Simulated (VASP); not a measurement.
# BN (F-43m) in VASP: a series of runs, part 2 of 4

VASP 6.6.1. The steps go on from the part before.

## Step 3: Single point, r2SCAN (volume scaled by 1.03)

The input, POSCAR:

```
BN
1.0
    0.0000000000      1.8226843616      1.8226843616
    1.8226843616      0.0000000000      1.8226843616
    1.8226843616      1.8226843616      0.0000000000
B N
1 1
Direct
    0.0000000000      0.0000000000      0.0000000000
    0.7500000000      0.7500000000      0.7500000000
```

The input, INCAR.step1:

```
SYSTEM = BN
PREC = Accurate ; ENCUT = 910
ISMEAR = 0 ; SIGMA = 0.02
LREAL = .False. ; LASPH = .True.
NELM = 120 ; NBANDS = 11
GGA = PE ; ALGO = Normal
EDIFF = 1E-5 ; LWAVE = .True.
LCHARG = .False. ; GGA_COMPAT = .False.
```

The input, INCAR.step2:

```
SYSTEM = BN
PREC = Accurate ; ENCUT = 910
EDIFF = 1E-6 ; ISMEAR = 0
SIGMA = 0.02 ; LREAL = .False.
LASPH = .True. ; NELM = 120
ALGO = Normal ; ISIF = 2
LWAVE = .False. ; LCHARG = .False.
METAGGA = R2SCAN ; LMIXTAU = .True.
NBANDS = 11 ; ISTART = 1
GGA_COMPAT = .False.
```

The input, KPOINTS:

```
Automatic mesh
0
Gamma
  12 12 12
  0 0 0
```

Potentials or basis: VASP PAW PBE potentials, release 64 (B_h, N_h).

The run is started by

```
$ cat potpaw_PBE.64/B_h/POTCAR potpaw_PBE.64/N_h/POTCAR > POTCAR
$ cp INCAR.step1 INCAR
$ mpirun -np 1 vasp_std > vasp.out
$ cp INCAR.step2 INCAR
$ mpirun -np 1 vasp_std > vasp.out
```

OUTCAR:

```text
SYSTEM = BN
   PREC = Accurate
   ENCUT = 910
   EDIFF = 1E-6
   ISMEAR = 0
   LREAL = .False.
   LASPH = .True.
   NELM = 120
   ISIF = 2
   METAGGA = R2SCAN
   ISTART = 1

 ion  position               nearest neighbor table
   1  0.000  0.000  0.000-
   2  0.750  0.750  0.750-

  LATTYP: Found a face centered cubic cell.
 ALAT       =     3.6453687232

  Lattice vectors:

 A1 = (   0.0000000000,   1.8226843616,   1.8226843616)
 A2 = (   1.8226843616,   0.0000000000,   1.8226843616)
 A3 = (   1.8226843616,   1.8226843616,   0.0000000000)

Analysis of symmetry for initial positions (statically):
=====================================================================
 Subroutine PRICEL returns:
 Original cell was already a primitive cell.

 Routine SETGRP: Setting up the symmetry group for a
 face centered cubic supercell.

 Subroutine GETGRP returns: Found 24 space group operations
 (whereof 24 operations were pure point group operations)
 out of a pool of 48 trial point group operations.

The static configuration has the point symmetry T_d .

Analysis of symmetry for dynamics (positions and initial velocities):
=====================================================================
 Subroutine PRICEL returns:
 Original cell was already a primitive cell.

 Routine SETGRP: Setting up the symmetry group for a
 face centered cubic supercell.

 Subroutine GETGRP returns: Found 24 space group operations
 (whereof 24 operations were pure point group operations)
 out of a pool of 48 trial point group operations.

The dynamic configuration has the point symmetry T_d .

 Subroutine INISYM returns: Found 24 space group operations
 (whereof 24 operations are pure point group operations),
 and found     1 'primitive' translations

----------------------------------------------------------------------------------------

                                     Primitive cell

  volume of cell :      12.1106
[... 115 lines left out ...]
   LHFCALC =     F    Hartree Fock is set to
   AEXX    =    0.0000 exact exchange contribution
   IVDW    =     0    specifies the selected vdW correction
   LEPSILON=     F    determine dielectric tensor
   LRPA    =     F    only Hartree local field effects (RPA)
 non-spin polarized calculation
 Gauss-broadening in eV      SIGMA  =   0.02
  energy-cutoff  :      910.00
  volume of cell :       12.11
 maximum number of plane-waves:       769
 NGX is ok and might be reduce to    28
   NGX = 13   NGY = 13   NGZ = 13

 number of electron       8.0000000 magnetization

 Free energy of the ion-electron system (eV)
  ---------------------------------------------------
  ext. energy  EPLUGINS =         0.00000000
  ---------------------------------------------------
  free energy    TOTEN  =       -19.18723322 eV

  energy without entropy =      -19.18723322  energy(sigma->0) =      -19.18723322

 E-fermi :   8.8151     XC(G=0): -13.6224

 val. band max:        8.5781357717   @ k =   0.0000   0.0000   0.0000
 cond. band min:      13.5366160867   @ k =   0.5000   0.5000   0.0000
 fundamental gap:      4.9584803150
 Fermi energy:         8.8151086910

 k-point     1 :       0.0000    0.0000    0.0000
  band No.  band energies     occupation
      1     -12.4194      2.00000
      2       8.5781      2.00000
      3       8.5781      2.00000
      4       8.5781      2.00000
      5      18.0017      0.00000
      6      18.0017      0.00000
      7      18.0017      0.00000
      8      19.2108      0.00000
      9      34.2258      0.00000
     10      36.9737      0.00000
     11      36.9737      0.00000
[... 309 lines left out ...]
 k-point    24 :      -0.4167    0.1667    0.0000
  band No.  band energies     occupation
      1      -7.8781      2.00000
      2      -1.5651      2.00000
      3       4.3708      2.00000
      4       5.9846      2.00000
      5      18.4547      0.00000
      6      21.2718      0.00000
      7      21.5097      0.00000
      8      25.0635      0.00000
      9      30.6180      0.00000
     10      34.8224      0.00000
     11      36.3140      0.00000

 [... further k-points ...]

------------------------ aborting loop because EDIFF is reached ----------------------------------------

  FORCE on cell =-STRESS in cart. coord.  units (eV):
  Direction    XX          YY          ZZ          XY          YZ          ZX
  --------------------------------------------------------------------------------------
  -------------------------------------------------------------------------------------
  Total       -0.8660132     -0.8660132     -0.8660132      0.0000000      0.0000000      0.0000000
  in kB     -114.5699484   -114.5699484   -114.5699484      0.0000000      0.0000000      0.0000000
  external PRESSURE =    -114.5699484 kB  Pullay stress =       0.0000000 kB

 VOLUME and BASIS-vectors are now :
 -----------------------------------------------------------------------------
  energy-cutoff  :      910.00
  volume of cell :       12.11
      direct lattice vectors                 reciprocal lattice vectors
     0.000000000  1.822684362  1.822684362    -0.274320673  0.274320673  0.274320673
     1.822684362  0.000000000  1.822684362     0.274320673 -0.274320673  0.274320673
     1.822684362  1.822684362  0.000000000     0.274320673  0.274320673 -0.274320673

 POSITION                                       TOTAL-FORCE (eV/Angst)
 -----------------------------------------------------------------------------------
      0.00000      0.00000      0.00000        -0.000000     -0.000000     -0.000000
      2.73403      2.73403      2.73403         0.000000      0.000000      0.000000
 -----------------------------------------------------------------------------------
    total drift:                                0.000000      0.000000     -0.000000

  FREE ENERGIE OF THE ION-ELECTRON SYSTEM (eV)
  ---------------------------------------------------
  free  energy   TOTEN  =       -19.1872332204 eV

  energy  without entropy=      -19.1872332204  energy(sigma->0) =      -19.18723322
```

OUTCAR.step1:

```text
SYSTEM = BN
   PREC = Accurate
   ENCUT = 910
   ISMEAR = 0
   LREAL = .False.
   LASPH = .True.
[... 558 lines left out ...]
      0.00000      0.00000      0.00000         0.000000      0.000000      0.000000
      2.73403      2.73403      2.73403        -0.000000     -0.000000     -0.000000
 -----------------------------------------------------------------------------------
    total drift:                                0.000000      0.000000      0.000000

  FREE ENERGIE OF THE ION-ELECTRON SYSTEM (eV)
  ---------------------------------------------------
  free  energy   TOTEN  =       -17.4653850781 eV

  energy  without entropy=      -17.4653850781  energy(sigma->0) =      -17.46538508
```

OSZICAR.step1:

```text
N       E                     dE             d eps       ncg     rms          rms(c)
DAV:   1     0.171189248063E+02    0.17119E+02   -0.61858E+03  1651   0.104E+03
DAV:   2    -0.171692010639E+02   -0.34288E+02   -0.32296E+02  2158   0.173E+02
DAV:   3    -0.183612138937E+02   -0.11920E+01   -0.11897E+01  1893   0.282E+01
DAV:   4    -0.183645060174E+02   -0.32921E-02   -0.32919E-02  1753   0.177E+00
DAV:   5    -0.183645165191E+02   -0.10502E-04   -0.10502E-04  1869   0.104E-01    0.590E+00
DAV:   6    -0.175323376741E+02    0.83218E+00   -0.29657E+00  1632   0.936E+00    0.228E+00
DAV:   7    -0.174767765818E+02    0.55561E-01   -0.11399E-01  1784   0.276E+00    0.122E+00
DAV:   8    -0.174650714800E+02    0.11705E-01   -0.37129E-02  1796   0.137E+00    0.142E-01
DAV:   9    -0.174653189019E+02   -0.24742E-03   -0.24012E-03  1679   0.313E-01    0.707E-02
DAV:  10    -0.174653784161E+02   -0.59514E-04   -0.22960E-04  1802   0.126E-01    0.126E-02
DAV:  11    -0.174653850781E+02   -0.66620E-05   -0.21254E-05  1765   0.411E-02
   1 F= -.17465385E+02 E0= -.17465385E+02  d E =-.839222E-14
```

Run time: 55 s. Hardware: 1 thread of Intel Xeon Platinum 8488C (Sapphire Rapids), shared host; peak memory 0.17 GiB.

What came out:

- Free energy: -19.1872 eV
- Pressure: -11.5 GPa
- Band gap on the k mesh: 4.96 eV, indirect (least direct gap 9.42 eV)

Caveat: the cell differs from its parent crystal (volume scaled by 1.03); the cutoff is under 1.25 times the usual one of these potentials, so pressure, stress and relaxed cells hold a basis-set (Pulay) error; the PAW data sets were made with another functional, which shifts forces and pressure a little.

## Step 4: Single point, r2SCAN

This run uses another cell than the first one, of 6.23 Å³/atom, 1.046 times its volume.

The input, POSCAR:

```
BN
1.0
    0.0000000000      1.8402112472      1.8402112472
    1.8402112472      0.0000000000      1.8402112472
    1.8402112472      1.8402112472      0.0000000000
B N
1 1
Direct
    0.0000000000      0.0000000000      0.0000000000
    0.7500000000      0.7500000000      0.7500000000
```

The input, INCAR.step1:

```
PREC = Accurate ; ENCUT = 660
ISMEAR = -4 ; SIGMA = 0.02
LREAL = False ; LASPH = True
NELM = 120 ; NBANDS = 11
GGA = PE ; ALGO = Normal
EDIFF = 1E-5 ; LWAVE = True
LCHARG = False ; GGA_COMPAT = False
```

The input, INCAR.step2:

```
PREC = Accurate ; ENCUT = 660
EDIFF = 1E-6 ; ISMEAR = -4
SIGMA = 0.02 ; LREAL = False
LASPH = True ; NELM = 120
ALGO = Normal ; ISIF = 2
LWAVE = False ; LCHARG = False
METAGGA = R2SCAN ; LMIXTAU = True
NBANDS = 11 ; ISTART = 1
GGA_COMPAT = False
```

The input, KPOINTS:

```
Automatic mesh
0
Gamma
  12 12 12
```

Potentials or basis: VASP PAW PBE potentials, release 64 (B, N).

The run is started by

```
$ cat potpaw_PBE.64/B/POTCAR potpaw_PBE.64/N/POTCAR > POTCAR
$ cp INCAR.step1 INCAR
$ mpirun -np 1 vasp_std > vasp.out
$ cp INCAR.step2 INCAR
$ mpirun -np 1 vasp_std > vasp.out
```

Run time: 17 s. Hardware: 1 thread of Intel Xeon 6975P-C (Granite Rapids), shared host; peak memory 0.14 GiB.

The run converged. Its results:

- Free energy: -19.1334 eV
- Pressure: -19.5 GPa
- Band gap on the k mesh: 4.91 eV, indirect (least direct gap 9.26 eV)

Levels at points of the mesh, in eV from the valence-band top:
| k point | band 1 | band 2 | band 3 | band 4 | band 5 | band 6 | band 7 | band 8 | band 9 |
| --- | --- | --- | --- | --- | --- | --- | --- | --- | --- |
| (0.00, 0.00, 0.00) | -20.68 | 0.00 | 0.00 | 0.00 | 9.26 | 9.26 | 9.26 | 10.15 | 25.09 |
| (0.50, 0.00, 0.00) | -16.64 | -10.59 | -1.91 | -1.91 | 10.07 | 11.16 | 11.16 | 15.81 | 24.07 |
| (0.50, 0.50, 0.00) | -15.30 | -8.97 | -4.83 | -4.83 | 4.91 | 9.49 | 18.41 | 18.41 | 21.25 |

Caveat: the PAW data sets were made with another functional, which shifts forces and pressure a little. A k mesh can miss the band edges.

[end of part 2 of 4]
